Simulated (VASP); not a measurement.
The system is GaN.

```xyz
2
Lattice="0.0000 2.1352 2.1352 2.1352 0.0000 2.1352 2.1352 2.1352 0.0000" Properties=species:S:1:pos:R:3 pbc="T T T"
Ga    0.0000    0.0000    0.0000
N     2.1352    2.1352    2.1352
```

```yaml
Program: VASP 6.6.1
Task: relaxation of cell and atoms
Functional: LDA
Potentials_or_basis: VASP PAW LDA potentials, release 64 (Ga_d, N)
Cutoff: 600 eV
k_mesh: 8 × 8 × 8
Occupations: gaussian, width 0.01 eV
Spin: no spin polarisation
```

At the start: pressure -12.8 GPa; volume 9.74 Å³/atom.

Question: Where does the relaxation end?

Answer: Over 6 steps the energy falls by 23.2 meV/atom and the volume is 9.18 Å³/atom (-5.7 %); space group Fm-3m (No. 225, to 0.1 Å) before and after.

Step by step:
```tsv
step	energy change (eV)	largest force (eV/Å)	pressure (GPa)	volume (Å³)
1	0.0000	0.0000	-12.75	19.47
2	0.0002	0.0000	15.79	17.37
3	-0.0465	0.0000	-0.18	18.37
4	-0.0465	0.0000	0.21	18.35
5	-0.0465	0.0000	-0.31	18.38
6	-0.0465	0.0000	0.03	18.36
```

Final structure:
```cif
data_structure
_symmetry_space_group_name_H-M 'P 1'
_symmetry_Int_Tables_number 1
_cell_length_a 2.9614
_cell_length_b 2.9614
_cell_length_c 2.9614
_cell_angle_alpha 60.000
_cell_angle_beta 60.000
_cell_angle_gamma 60.000
_cell_volume 18.36
loop_
_atom_site_label
_atom_site_type_symbol
_atom_site_fract_x
_atom_site_fract_y
_atom_site_fract_z
_atom_site_occupancy
Ga1 Ga 0.00000 0.00000 0.00000 1
N1 N 0.50000 0.50000 0.50000 1
```
